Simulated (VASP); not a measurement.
# NdH2 (Fm-3m) in VASP: notebook, part 3 of 3

VASP 6.6.1.

## (5) Single point, PBEsol, collinear spin, ferromagnetic start (14.18 Å³/atom)

This run uses another cell than the first one, of 14.18 Å³/atom.

INCAR

```
  PREC = Accurate
  ENCUT = 520
  EDIFF = 1E-6
  ISMEAR = -1
  SIGMA = 0.05
  LREAL = False
  LASPH = True
  NELM = 150
  ALGO = Normal
  ISIF = 2
  LWAVE = False
  LCHARG = False
  ISPIN = 2
  MAGMOM = 3 0 0
  LORBIT = 11
  LMAXMIX = 6
  GGA = PS
  NBANDS = 19
```

KPOINTS

```
regular mesh
0
Gamma
  8 8 8
```

POSCAR

```
NdH2
1.0
    0.0000000000      2.7709909694      2.7709909694
    2.7709909694      0.0000000000      2.7709909694
    2.7709909694      2.7709909694      0.0000000000
Nd H
1 2
Direct
    0.0000000000      0.0000000000      0.0000000000
    0.7500000000      0.7500000000      0.7500000000
    0.2500000000      0.2500000000      0.2500000000
```

Potentials or basis: VASP PAW PBE potentials, release 64 (Nd, H).

Started as:

```console
$ cat potpaw_PBE.64/Nd/POTCAR potpaw_PBE.64/H/POTCAR > POTCAR
$ mpirun -np 1 vasp_std > vasp.out
```

OUTCAR:

```text
PREC = Accurate
   ENCUT = 520
   EDIFF = 1E-6
   ISMEAR = -1
   LREAL = False
   LASPH = True
   NELM = 150
   ISIF = 2
   ISPIN = 2
   LORBIT = 11
   GGA = PS

 ion  position               nearest neighbor table
   1  0.000  0.000  0.000-
   2  0.750  0.750  0.750-
   3  0.250  0.250  0.250-

  LATTYP: Found a face centered cubic cell.
 ALAT       =     5.5419819388

  Lattice vectors:

 A1 = (   0.0000000000,   2.7709909694,   2.7709909694)
 A2 = (   2.7709909694,   0.0000000000,   2.7709909694)
 A3 = (   2.7709909694,   2.7709909694,   0.0000000000)

Analysis of symmetry for initial positions (statically):
=====================================================================
 Subroutine PRICEL returns:
 Original cell was already a primitive cell.

 Routine SETGRP: Setting up the symmetry group for a
 face centered cubic supercell.

 Subroutine GETGRP returns: Found 48 space group operations
 (whereof 48 operations were pure point group operations)
 out of a pool of 48 trial point group operations.

The static configuration has the point symmetry O_h .

Analysis of symmetry for dynamics (positions and initial velocities):
=====================================================================
 Subroutine PRICEL returns:
 Original cell was already a primitive cell.

 Routine SETGRP: Setting up the symmetry group for a
 face centered cubic supercell.

 Subroutine GETGRP returns: Found 48 space group operations
 (whereof 48 operations were pure point group operations)
 out of a pool of 48 trial point group operations.

The dynamic configuration has the point symmetry O_h .

Analysis of structural, dynamic, and magnetic symmetry:
=====================================================================
 Subroutine PRICEL returns:
 Original cell was already a primitive cell.

 Routine SETGRP: Setting up the symmetry group for a
 face centered cubic supercell.

 Subroutine GETGRP returns: Found 48 space group operations
 (whereof 48 operations were pure point group operations)
 out of a pool of 48 trial point group operations.

The overall configuration has the point symmetry O_h .

 Subroutine INISYM returns: Found 48 space group operations
 (whereof 48 operations are pure point group operations),
 and found     1 'primitive' translations

----------------------------------------------------------------------------------------

                                     Primitive cell

  volume of cell :      42.5535

  direct lattice vectors                    reciprocal lattice vectors
     0.000000000  2.770990969  2.770990969    -0.180440862  0.180440862  0.180440862
     2.770990969  0.000000000  2.770990969     0.180440862 -0.180440862  0.180440862
     2.770990969  2.770990969  0.000000000     0.180440862  0.180440862 -0.180440862

  length of vectors
     3.918773010  3.918773010  3.918773010     0.312532741  0.312532741  0.312532741

  position of ions in fractional coordinates (direct lattice)
     0.000000000  0.000000000  0.000000000
     0.750000000  0.750000000  0.750000000
[... 72 lines left out ...]
   ICHARG =      2    charge: 1-file 2-atom 10-const
   ISPIN  =      2    spin polarized calculation?
   LNONCOLLINEAR =      F non collinear calculations
   LSORBIT =      F    spin-orbit coupling
   LASPH  =      T    aspherical Exc in radial PAW
   ENCUT  =  520.0 eV  38.22 Ry    6.18 a.u.   7.29  7.29  7.29*2*pi/ulx,y,z
   NELM   =    150;   NELMIN=  2; NELMDL= -5     # of ELM steps
   EDIFF  = 0.1E-05   stopping-criterion for ELM
   LREAL  =      F    real-space projection
   EDIFFG = 0.1E-04   stopping-criterion for IOM
   NSW    =      0    number of steps for IOM
   IBRION =     -1    ionic relax: 0-MD 1-quasi-New 2-CG
   NFREE  =      0    steps in history (QN), initial steepest desc. (CG)
   ISIF   =      2    stress and relaxation
   ISYM   =      2    0-nonsym 1-usesym 2-fastsym
   POTIM  = 0.5000    time-step for ionic-motion
   TEBEG  =    0.0;   TEEND  =   0.0 temperature during run
   PSTRESS=    0.0 pullay stress
   NELECT =      16.0000    total number of electrons
   NUPDOWN=      -1.0000    fix difference up-down
   EMIN   =  10.00;   EMAX   =-10.00  energy-range for DOS
   EFERMI =   0.00;   METHOD = LEGACY
   ISMEAR =    -1;   SIGMA  =   0.05  broadening in eV -4-tet -1-fermi 0-gaus
   EFERMI_NEDOS =   21; number of points for ismear=-14 and -15
   IALGO  =     38    algorithm
   IMIX   =      4    mixing-type and parameters
     AMIX     =   0.40;   BMIX     =  1.00
     AMIX_MAG =   1.60;   BMIX_MAG =  1.00
  volume/ion in A,a.u.               =      14.18        95.72
  Fermi-wavevector in a.u.,A,eV,Ry     =   1.181598  2.232896 18.996096  1.396174
  Thomas-Fermi vector in A             =   2.317868
   LORBIT       =     11    0 simple, 1 ext, 2 COOP (PROOUT), +10 PAW based schemes
   GGA     = PS    functional components
   LHFCALC =     F    Hartree Fock is set to
   AEXX    =    0.0000 exact exchange contribution
   IVDW    =     0    specifies the selected vdW correction
   LEPSILON=     F    determine dielectric tensor
   LRPA    =     F    only Hartree local field effects (RPA)
 spin polarized calculation
  energy-cutoff  :      520.00
  volume of cell :       42.55
 maximum number of plane-waves:      1162
 NGX is ok and might be reduce to    30
   NGX = 15   NGY = 15   NGZ = 15

 number of electron      15.9999993 magnetization       3.7883788

 Free energy of the ion-electron system (eV)
  ---------------------------------------------------
  ext. energy  EPLUGINS =         0.00000000
  ---------------------------------------------------
  free energy    TOTEN  =       -15.35559594 eV

  energy without entropy =      -15.33749413  energy(sigma->0) =      -15.34654503

 E-fermi :   3.4968     XC(G=0):  -9.7953

 val. band max:        3.4948656074   @ k =   0.5000   0.0000   0.0000
 cond. band min:       3.5264146254   @ k =   0.2500   0.0000   0.0000
 fundamental gap:      0.0315490180
 Fermi energy:         3.4967939330

 spin component 1

 k-point     1 :       0.0000    0.0000    0.0000
  band No.  band energies     occupation
      1     -33.7379      1.00000
      2     -14.6286      1.00000
      3     -14.6286      1.00000
      4     -14.6286      1.00000
      5      -3.2165      1.00000
      6       1.5444      1.00000
[... 517 lines left out ...]
     18       9.7721      0.00000
     19      10.6805      0.00000

 [... further k-points ...]

 spin component 2

 k-point     1 :       0.0000    0.0000    0.0000
  band No.  band energies     occupation
      1     -32.1902      1.00000
      2     -13.4031      1.00000
      3     -13.4031      1.00000
      4     -13.4031      1.00000
      5      -2.8034      1.00000
      6       1.7652      1.00000
[... 517 lines left out ...]
     18      10.5931      0.00000
     19      11.6411      0.00000

 [... further k-points ...]

------------------------ aborting loop because EDIFF is reached ----------------------------------------

  FORCE on cell =-STRESS in cart. coord.  units (eV):
  Direction    XX          YY          ZZ          XY          YZ          ZX
  --------------------------------------------------------------------------------------
  -------------------------------------------------------------------------------------
  Total       -0.8858375     -0.8858375     -0.8858375     -0.0000000     -0.0000000      0.0000000
  in kB      -33.3525693    -33.3525693    -33.3525693     -0.0000000     -0.0000000      0.0000000
  external PRESSURE =     -33.3525693 kB  Pullay stress =       0.0000000 kB

 VOLUME and BASIS-vectors are now :
 -----------------------------------------------------------------------------
  energy-cutoff  :      520.00
  volume of cell :       42.55
      direct lattice vectors                 reciprocal lattice vectors
     0.000000000  2.770990969  2.770990969    -0.180440862  0.180440862  0.180440862
     2.770990969  0.000000000  2.770990969     0.180440862 -0.180440862  0.180440862
     2.770990969  2.770990969  0.000000000     0.180440862  0.180440862 -0.180440862

 POSITION                                       TOTAL-FORCE (eV/Angst)
 -----------------------------------------------------------------------------------
      0.00000      0.00000      0.00000         0.000000     -0.000000     -0.000000
      4.15649      4.15649      4.15649         0.000000      0.000000      0.000000
      1.38550      1.38550      1.38550        -0.000000     -0.000000     -0.000000
 -----------------------------------------------------------------------------------
    total drift:                                0.000000     -0.000000     -0.000000

  FREE ENERGIE OF THE ION-ELECTRON SYSTEM (eV)
  ---------------------------------------------------
  free  energy   TOTEN  =       -15.3555959356 eV

  energy  without entropy=      -15.3374941337  energy(sigma->0) =      -15.34654503

 total charge

# of ion       s       p       d       f       tot
--------------------------------------------------
    1        1.978   5.431   0.430   3.252  11.091
    2        0.530   0.004   0.000   0.000   0.534
    3        0.530   0.004   0.000   0.000   0.534
--------------------------------------------------
tot          3.038   5.440   0.430   3.252  12.159

 magnetization (x)

# of ion       s       p       d       f       tot
--------------------------------------------------
    1       -0.009  -0.108   0.118   3.184   3.185
    2       -0.018   0.002   0.000   0.000  -0.016
    3       -0.018   0.002   0.000   0.000  -0.016
--------------------------------------------------
tot         -0.045  -0.105   0.118   3.184   3.152
```

It took 69 s on 1 thread of Intel Xeon Platinum 8259CL at 2.50GHz (Skylake/Cascade Lake), shared host; peak memory 0.21 GiB.

Results:

* Free energy: -15.3556 eV
* Pressure: -3.3 GPa
* Net moment: 3.79 μB per cell
* Site moments: Nd +3.19; H -0.02 μB
* Valence electrons inside the program's atomic spheres: Nd 11.09; H 0.53

Levels at points of the mesh, in eV from the Fermi level:
Spin up:
| k point | band 8 | band 9 | band 10 | band 11 | band 12 | band 13 |
| --- | --- | --- | --- | --- | --- | --- |
| (0.00, 0.00, 0.00) | -0.18 | -0.18 | 0.12 | 0.12 | 0.12 | 1.24 |
| (0.50, 0.00, 0.00) | -0.38 | -0.17 | 0.00 | 0.29 | 0.29 | 0.67 |
| (0.50, 0.50, 0.00) | -0.37 | -0.37 | -0.37 | 0.28 | 0.28 | 0.50 |
Spin down:
| k point | band 4 | band 5 | band 6 | band 7 | band 8 | band 9 |
| --- | --- | --- | --- | --- | --- | --- |
| (0.00, 0.00, 0.00) | -16.90 | -6.30 | -1.73 | 1.85 | 1.85 | 1.85 |
| (0.50, 0.00, 0.00) | -17.00 | -4.86 | -2.36 | 1.66 | 1.97 | 1.97 |
| (0.50, 0.50, 0.00) | -17.16 | -4.29 | -2.42 | -0.81 | 2.03 | 2.05 |

Caveat: the magnetic or orbital state may not be the lowest; the cell stands under tension; the PAW data sets were made with another functional, which shifts forces and pressure a little; spin-orbit coupling is left out, which moves the levels of the heavy elements; semilocal functionals describe open f shells poorly, which spoils levels, moments and volumes.

## (6) Single point, PBEsol, collinear spin, ferromagnetic start (14.46 Å³/atom)

This run uses another cell than the first one, of 14.46 Å³/atom.

INCAR

```
  ALGO = Normal
  EDIFF = 1E-6
  ENCUT = 520
  GGA = PS
  ISIF = 2
  ISMEAR = -1
  ISPIN = 2
  LASPH = T
  LCHARG = T
  LELF = T
  LMAXMIX = 6
  LORBIT = 11
  LREAL = F
  LVHAR = T
  LWAVE = F
  MAGMOM = 3 0 0
  NBANDS = 19
  NELM = 150
  PREC = Accurate
  SIGMA = 0.05
```

KPOINTS

```
k-points
0
Gamma
  8 8 8
```

POSCAR

```
NdH2
1.0
    0.0000000000      2.7886410693      2.7886410693
    2.7886410693      0.0000000000      2.7886410693
    2.7886410693      2.7886410693      0.0000000000
Nd H
1 2
Direct
    0.0000000000      0.0000000000      0.0000000000
    0.7500000000      0.7500000000      0.7500000000
    0.2500000000      0.2500000000      0.2500000000
```

Potentials or basis: VASP PAW PBE potentials, release 64 (Nd, H).

Started as:

```console
$ cat potpaw_PBE.64/Nd/POTCAR potpaw_PBE.64/H/POTCAR > POTCAR
$ mpirun -np 1 vasp_std > vasp.out
```

It took 71 s on 1 thread of Intel Xeon Platinum 8259CL at 2.50GHz (Skylake/Cascade Lake), shared host; peak memory 0.21 GiB.

It converged, with:

- Free energy: -15.3375 eV
- Pressure: -4.2 GPa
- Net moment: 3.80 μB per cell
- Site moments: Nd +3.19; H -0.02 μB
- Valence electrons inside the program's atomic spheres: Nd 11.09; H 0.53

Levels at points of the mesh, in eV from the Fermi level:
Spin up:
| k point | band 6 | band 7 | band 8 | band 9 | band 10 | band 11 | band 12 | band 13 | band 14 | band 15 |
| --- | --- | --- | --- | --- | --- | --- | --- | --- | --- | --- |
| (0.00, 0.00, 0.00) | -1.93 | -0.19 | -0.19 | -0.19 | 0.11 | 0.11 | 0.11 | 1.23 | 1.23 | 1.23 |
| (0.50, 0.00, 0.00) | -2.70 | -0.39 | -0.39 | -0.19 | -0.01 | 0.28 | 0.28 | 0.65 | 1.23 | 1.23 |
| (0.50, 0.50, 0.00) | -2.74 | -1.68 | -0.38 | -0.38 | -0.38 | 0.27 | 0.27 | 0.47 | 0.58 | 5.07 |
Spin down:
```
           k point  band 3  band 4  band 5  band 6  band 7  band 8  band 9  band 10
(0.00, 0.00, 0.00)  -16.94  -16.94   -6.26   -1.71    1.85    1.85    1.85     1.86
(0.50, 0.00, 0.00)  -17.03  -17.03   -4.82   -2.40    1.66    1.96    1.96     2.04
(0.50, 0.50, 0.00)  -17.18  -17.18   -4.24   -2.46   -0.77    2.03    2.05     2.05
```

Caveat: the magnetic or orbital state may not be the lowest; the cell stands under tension; the PAW data sets were made with another functional, which shifts forces and pressure a little; spin-orbit coupling is left out, which moves the levels of the heavy elements; semilocal functionals describe open f shells poorly, which spoils levels, moments and volumes. The state reached can hang on the start; a lower one may exist.

## (7) Summary

```tsv
cell	gap on the mesh (eV)	pressure (GPa)	moment (μB)
a = 3.842 Å, angles 60.0°, 3 atoms	none	-0.2	3.75
a = 3.868 Å, angles 60.0°, 3 atoms	none	-1.3	3.77
a = 3.893 Å, angles 60.0°, 3 atoms	none	-2.2	3.78
a = 3.919 Å, angles 60.0°, 3 atoms	none	-3.3	3.79
a = 3.944 Å, angles 60.0°, 3 atoms	none	-4.2	3.80
```

Alike in all rows: task single point; level PBEsol; potentials or basis VASP PAW PBE potentials, release 64 (Nd, H); spin collinear, ferromagnetic start; k mesh 8 × 8 × 8; cutoff (eV) 520; smearing fermi-dirac 0.05 eV.

Caveats: the magnetic or orbital state may not be the lowest; the PAW data sets were made with another functional, which shifts forces and pressure a little; spin-orbit coupling is left out, which moves the levels of the heavy elements; semilocal functionals describe open f shells poorly, which spoils levels, moments and volumes; the cell stands under tension (at least some runs).

Absolute energies hang on the potentials; compare differences alone.

The gap in the log of VASP goes by the Fermi energy; the results here count the filled bands.